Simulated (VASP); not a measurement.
# Sb (I4_1/amd) in VASP: further runs

The runs below take Sb through single point, with PBE.

Everything below comes from runs of VASP 6.6.1. Logs are shortened: lines on timing, memory, paths and dates and some standing lists are left out, and cuts for length are marked.

## (1) The cell of the first run

The structure is tetragonal, space group I4_1/amd (No. 141). Conventional cell: a = 5.862 Å, b = 5.862 Å, c = 3.063 Å, α = 90.00°, β = 90.00°, γ = 90.00°. Within 4.0 Å of Sb (site symmetry -4m2) lie 10 Sb at 3.03 to 3.72 Å.

## (2) Single point, PBE

The input, INCAR:

```
SYSTEM = Sb
PREC = Accurate ; ENCUT = 520
EDIFF = 1E-7 ; ISMEAR = -1
SIGMA = 0.1 ; LREAL = .False.
LASPH = .True. ; NELM = 80
ALGO = Normal ; ISIF = 2
LWAVE = .False. ; LCHARG = .True.
GGA = PE ; LELF = .True.
LVHAR = .True. ; NBANDS = 12
```

The input, KPOINTS:

```
regular mesh
0
Gamma
  14 14 14
  0 0 0
```

The input, POSCAR:

```
Sb
1.0
   -2.9310317963      2.9310317963      1.5313396011
    2.9310317963     -2.9310317963      1.5313396011
    2.9310317963      2.9310317963     -1.5313396011
Sb
2
Direct
   -0.3750000000     -0.1250000000     -0.2500000000
    0.3750000000      0.1250000000      0.2500000000
```

Potentials or basis: VASP PAW PBE potentials, release 64 (Sb).

The run is started by

```sh
> cat potpaw_PBE.64/Sb/POTCAR > POTCAR
> mpirun -np 1 vasp_std > vasp.out
```

OUTCAR:

```text
SYSTEM = Sb
   PREC = Accurate
   ENCUT = 520
   EDIFF = 1E-7
   ISMEAR = -1
   LREAL = .False.
   LASPH = .True.
   NELM = 80
   ISIF = 2
   GGA = PE

 ion  position               nearest neighbor table
   1  0.625  0.875  0.750-   2 3.03   2 3.03   2 3.03   2 3.03   2 3.72   2 3.72   2 3.72   2 3.72

   2  0.375  0.125  0.250-   1 3.03   1 3.03   1 3.03   1 3.03   1 3.72   1 3.72   1 3.72   1 3.72

  LATTYP: Found a body centered tetragonal cell.
 ALAT       =     5.8620635926
 C/A-ratio  =     0.5224575192

  Lattice vectors:

 A1 = (  -2.9310317963,   2.9310317963,   1.5313396011)
 A2 = (   2.9310317963,  -2.9310317963,   1.5313396011)
 A3 = (   2.9310317963,   2.9310317963,  -1.5313396011)

Analysis of symmetry for initial positions (statically):
=====================================================================
 Subroutine PRICEL returns:
 Original cell was already a primitive cell.

 Routine SETGRP: Setting up the symmetry group for a
 body centered tetragonal supercell.

 Subroutine GETGRP returns: Found 16 space group operations
 (whereof  4 operations were pure point group operations)
 out of a pool of 16 trial point group operations.

The static configuration has the point symmetry C_2h.
 The point group associated with its full space group is D_4h.

Analysis of symmetry for dynamics (positions and initial velocities):
=====================================================================
 Subroutine PRICEL returns:
 Original cell was already a primitive cell.

 Routine SETGRP: Setting up the symmetry group for a
 body centered tetragonal supercell.

 Subroutine GETGRP returns: Found 16 space group operations
 (whereof  4 operations were pure point group operations)
 out of a pool of 16 trial point group operations.

The dynamic configuration has the point symmetry C_2h.
 The point group associated with its full space group is D_4h.

 Subroutine INISYM returns: Found 16 space group operations
 (whereof  4 operations are pure point group operations),
 and found     1 'primitive' translations

----------------------------------------------------------------------------------------

                                     Primitive cell

  volume of cell :      52.6226

  direct lattice vectors                    reciprocal lattice vectors
    -2.931031796  2.931031796  1.531339601     0.000000000  0.170588392  0.326511506
     2.931031796 -2.931031796  1.531339601     0.170588392  0.000000000  0.326511506
     2.931031796  2.931031796 -1.531339601     0.170588392  0.170588392  0.000000000

  length of vectors
     4.418924728  4.418924728  4.418924728     0.368388604  0.368388604  0.241248417

  position of ions in fractional coordinates (direct lattice)
     0.625000000  0.875000000  0.750000000
     0.375000000  0.125000000  0.250000000

  ion indices of the primitive-cell ions
   primitive index   ion index
                 1           1
                 2           2

----------------------------------------------------------------------------------------

 KPOINTS: regular mesh

Automatic generation of k-mesh.
 Grid dimensions read from file:
 generate k-points for:   14   14   14

 Generating k-lattice:

  Cartesian coordinates                     Fractional coordinates (reciprocal lattice)
     0.000000000  0.012184885  0.023322250     0.071428571  0.000000000  0.000000000
     0.012184885  0.000000000  0.023322250     0.000000000  0.071428571  0.000000000
     0.012184885  0.012184885  0.000000000     0.000000000  0.000000000  0.071428571

  Length of vectors
     0.026313472  0.026313472  0.017232030

  Shift w.r.t. Gamma in fractional coordinates (k-lattice)
     0.000000000  0.000000000  0.000000000

 Subroutine IBZKPT returns following result:
 ===========================================

 Found    244 irreducible k-points:

 Following reciprocal coordinates:
            Coordinates               Weight
  0.000000  0.000000  0.000000      1.000000
  0.071429  0.000000 -0.000000      8.000000
  0.142857  0.000000 -0.000000      8.000000
  0.214286  0.000000 -0.000000      8.000000
  0.285714  0.000000 -0.000000      8.000000
  0.357143  0.000000  0.000000      8.000000
[... 16 lines left out ...]
  0.214286  0.142857 -0.000000     16.000000
  0.285714  0.142857 -0.000000     16.000000
 [... further k-points ...]
   k-points           NKPTS =    244   k-points in BZ     NKDIM =    244   number of bands    NBANDS=     12
   number of dos      NEDOS =    301   number of ions     NIONS =      2
   total plane-waves  NPLWV =  46656
   dimension x,y,z NGX =    36 NGY =   36 NGZ =   36
   dimension x,y,z NGXF=    72 NGYF=   72 NGZF=   72
   ions per type =               2
   NGX,Y,Z   is equivalent  to a cutoff of  13.54, 13.54, 13.54 a.u.
   NGXF,Y,Z  is equivalent  to a cutoff of  27.09, 27.09, 27.09 a.u.
 SYSTEM =  Sb
   PREC   = accura    normal or accurate (medium, high low for compatibility)
   ISTART =      0    job   : 0-new  1-cont  2-samecut
   ICHARG =      2    charge: 1-file 2-atom 10-const
   ISPIN  =      1    spin polarized calculation?
   LNONCOLLINEAR =      F non collinear calculations
   LSORBIT =      F    spin-orbit coupling
   LASPH  =      T    aspherical Exc in radial PAW
   ENCUT  =  520.0 eV  38.22 Ry    6.18 a.u.   8.22  8.22  8.22*2*pi/ulx,y,z
   NELM   =     80;   NELMIN=  2; NELMDL= -5     # of ELM steps
   EDIFF  = 0.1E-06   stopping-criterion for ELM
   LREAL  =      F    real-space projection
   EDIFFG = 0.1E-05   stopping-criterion for IOM
   NSW    =      0    number of steps for IOM
   IBRION =     -1    ionic relax: 0-MD 1-quasi-New 2-CG
   NFREE  =      0    steps in history (QN), initial steepest desc. (CG)
   ISIF   =      2    stress and relaxation
   ISYM   =      2    0-nonsym 1-usesym 2-fastsym
   POTIM  = 0.5000    time-step for ionic-motion
   TEBEG  =    0.0;   TEEND  =   0.0 temperature during run
   PSTRESS=    0.0 pullay stress
   NELECT =      10.0000    total number of electrons
   NUPDOWN=      -1.0000    fix difference up-down
   EMIN   =  10.00;   EMAX   =-10.00  energy-range for DOS
   EFERMI =   0.00;   METHOD = LEGACY
   ISMEAR =    -1;   SIGMA  =   0.10  broadening in eV -4-tet -1-fermi 0-gaus
   EFERMI_NEDOS =   21; number of points for ismear=-14 and -15
   IALGO  =     38    algorithm
   IMIX   =      4    mixing-type and parameters
     AMIX     =   0.40;   BMIX     =  1.00
     AMIX_MAG =   1.60;   BMIX_MAG =  1.00
  volume/ion in A,a.u.               =      26.31       177.56
  Fermi-wavevector in a.u.,A,eV,Ry     =   0.941204  1.778619 12.052936  0.885866
  Thomas-Fermi vector in A             =   2.068692
   LORBIT       =      0    0 simple, 1 ext, 2 COOP (PROOUT), +10 PAW based schemes
   GGA     = PE    functional components
   LHFCALC =     F    Hartree Fock is set to
   AEXX    =    0.0000 exact exchange contribution
   IVDW    =     0    specifies the selected vdW correction
   LEPSILON=     F    determine dielectric tensor
   LRPA    =     F    only Hartree local field effects (RPA)
 non-spin polarized calculation
  energy-cutoff  :      520.00
  volume of cell :       52.62
 maximum number of plane-waves:      1445
 NGX is ok and might be reduce to    36
   NGX = 17   NGY = 17   NGZ = 17

 number of electron      10.0000000 magnetization

 number of electron       9.9999999 magnetization

 Free energy of the ion-electron system (eV)
  ---------------------------------------------------
  ext. energy  EPLUGINS =         0.00000000
  ---------------------------------------------------
  free energy    TOTEN  =        -7.90772673 eV

  energy without entropy =       -7.87481465  energy(sigma->0) =       -7.89127069

 E-fermi :   8.9000     XC(G=0): -10.2328

 val. band max:        8.8962914480   @ k =  -0.2143   0.5000   0.0714
 cond. band min:       8.9035774544   @ k =   0.3571   0.2857   0.1429
 fundamental gap:      0.0072860064
 Fermi energy:         8.9000173245

 k-point     1 :       0.0000    0.0000    0.0000
  band No.  band energies     occupation
      1      -4.4773      2.00000
      2       1.8201      2.00000
      3       4.9676      2.00000
      4       4.9676      2.00000
      5      10.6590      0.00000
      6      12.6615      0.00000
      7      12.6615      0.00000
      8      13.9983      0.00000
      9      14.1609      0.00000
     10      16.5331      0.00000
     11      17.2903      0.00000
     12      18.5874      0.00000

 k-point     2 :       0.0714    0.0000   -0.0000
  band No.  band energies     occupation
      1      -4.3735      2.00000
      2       1.7798      2.00000
      3       4.9903      2.00000
      4       5.2067      2.00000
      5      10.8249      0.00000
      6      12.3050      0.00000
      7      12.6979      0.00000
      8      13.2065      0.00000
      9      13.2487      0.00000
     10      16.6038      0.00000
     11      17.5629      0.00000
     12      17.8986      0.00000

 k-point     3 :       0.1429    0.0000   -0.0000
  band No.  band energies     occupation
      1      -4.0628      2.00000
      2       1.7142      2.00000
      3       5.0662      2.00000
      4       5.8559      2.00000
      5      11.0113      0.00000
      6      11.3025      0.00000
      7      11.5384      0.00000
      8      12.0778      0.00000
      9      12.7331      0.00000
     10      16.2658      0.00000
     11      16.4979      0.00000
     12      17.2162      0.00000
[... 286 lines left out ...]
 k-point    23 :       0.2143    0.1429   -0.0000
  band No.  band energies     occupation
      1      -2.2016      2.00000
      2       2.3449      2.00000
      3       5.6407      2.00000
      4       6.2478      2.00000
      5       6.9234      2.00000
      6       7.6942      1.99999
      7      10.8993      0.00000
      8      11.0870      0.00000
      9      13.5996      0.00000
     10      14.3793      0.00000
     11      15.1187      0.00000
     12      19.7102      0.00000

 k-point    24 :       0.2857    0.1429   -0.0000
  band No.  band energies     occupation
      1      -1.2710      2.00000
      2       2.2180      2.00000
      3       4.4607      2.00000
      4       5.3330      2.00000
      5       6.9171      2.00000
      6       8.4193      1.98380
      7      10.3784      0.00000
      8      11.1242      0.00000
      9      13.9600      0.00000
     10      15.1151      0.00000
     11      15.8860      0.00000
     12      18.6507      0.00000

 [... further k-points ...]

------------------------ aborting loop because EDIFF is reached ----------------------------------------

  FORCE on cell =-STRESS in cart. coord.  units (eV):
  Direction    XX          YY          ZZ          XY          YZ          ZX
  --------------------------------------------------------------------------------------
  -------------------------------------------------------------------------------------
  Total        2.7660654      2.7660654      2.7597450     -0.0000000      0.0000000      0.0000000
  in kB       84.2171342     84.2171342     84.0247015     -0.0000000      0.0000000      0.0000000
  external PRESSURE =      84.1529900 kB  Pullay stress =       0.0000000 kB

 VOLUME and BASIS-vectors are now :
 -----------------------------------------------------------------------------
  energy-cutoff  :      520.00
  volume of cell :       52.62
      direct lattice vectors                 reciprocal lattice vectors
    -2.931031796  2.931031796  1.531339601     0.000000000  0.170588392  0.326511506
     2.931031796 -2.931031796  1.531339601     0.170588392  0.000000000  0.326511506
     2.931031796  2.931031796 -1.531339601     0.170588392  0.170588392  0.000000000

 POSITION                                       TOTAL-FORCE (eV/Angst)
 -----------------------------------------------------------------------------------
      2.93103      1.46552      1.14850        -0.000000      0.000000     -0.000000
      0.00000      1.46552      0.38283         0.000000     -0.000000      0.000000
 -----------------------------------------------------------------------------------
    total drift:                               -0.000000     -0.000000      0.000000

  FREE ENERGIE OF THE ION-ELECTRON SYSTEM (eV)
  ---------------------------------------------------
  free  energy   TOTEN  =        -7.9077267312 eV

  energy  without entropy=       -7.8748146458  energy(sigma->0) =       -7.89127069
```

It took 2.4 min on 1 thread of Intel Xeon 8259CL, shared host; peak memory 0.29 GiB.

What came out:

| Quantity | Value |
| --- | --- |
| Free energy | -7.9077 eV |
| Pressure | 8.4 GPa |
| Band gap on the k mesh | zero (bands 5 and 6 overlap by 6.42 eV) |

Caveat: the cell stands under pressure; spin-orbit coupling is left out, which moves the levels of the heavy elements.

## (3) Single point, PBE

The input, INCAR:

```
SYSTEM = Sb
  ALGO = Normal
  EDIFF = 1E-6
  ENCUT = 520
  GGA = PE
  ISIF = 2
  ISMEAR = -1
  LASPH = .TRUE.
  LCHARG = .FALSE.
  LREAL = .FALSE.
  LWAVE = .FALSE.
  NBANDS = 12
  NELM = 80
  PREC = Accurate
  SIGMA = 0.1
```

The input, KPOINTS:

```
k-points
0
G
  14 14 14
  0 0 0
```

The input, POSCAR:

```
Sb
1.0
   -2.9310317962      2.9310317962      1.5313396011
    2.9310317962     -2.9310317962      1.5313396011
    2.9310317962      2.9310317962     -1.5313396011
Sb
2
Direct
   -0.3750000000     -0.1250000000     -0.2500000000
    0.3750000000      0.1250000000      0.2500000000
```

Potentials or basis: VASP PAW PBE potentials, release 64 (Sb).

The run is started by

```sh
> cat potpaw_PBE.64/Sb/POTCAR > POTCAR
> mpirun -np 1 vasp_std > vasp.out
```

Wall time 1.8 min (1 thread of Intel Xeon 8259CL, shared host); peak memory 0.29 GiB.

Results (log left out):

| Quantity | Value |
| --- | --- |
| Free energy | -7.9077 eV |
| Pressure | 8.4 GPa |
| Band gap on the k mesh | zero (bands 5 and 6 overlap by 6.42 eV) |

Levels at points of the mesh, in eV from the Fermi level:
```
           k point  band 2  band 3  band 4  band 5  band 6  band 7  band 8  band 9
(0.00, 0.00, 0.00)   -7.08   -3.93   -3.93    1.76    3.76    3.76    5.10    5.26
(0.50, 0.00, 0.00)   -7.54   -4.68   -3.70   -2.80    0.75    0.91    2.34    5.53
(0.50, 0.50, 0.00)  -11.30   -1.52   -1.52   -0.78   -0.78    4.67    4.67    8.29
(0.50, 0.50, 0.50)  -10.37   -6.40   -6.40    3.85    3.85    6.32    6.32   10.51
```

Caveat: the cell stands under pressure; spin-orbit coupling is left out, which moves the levels of the heavy elements.
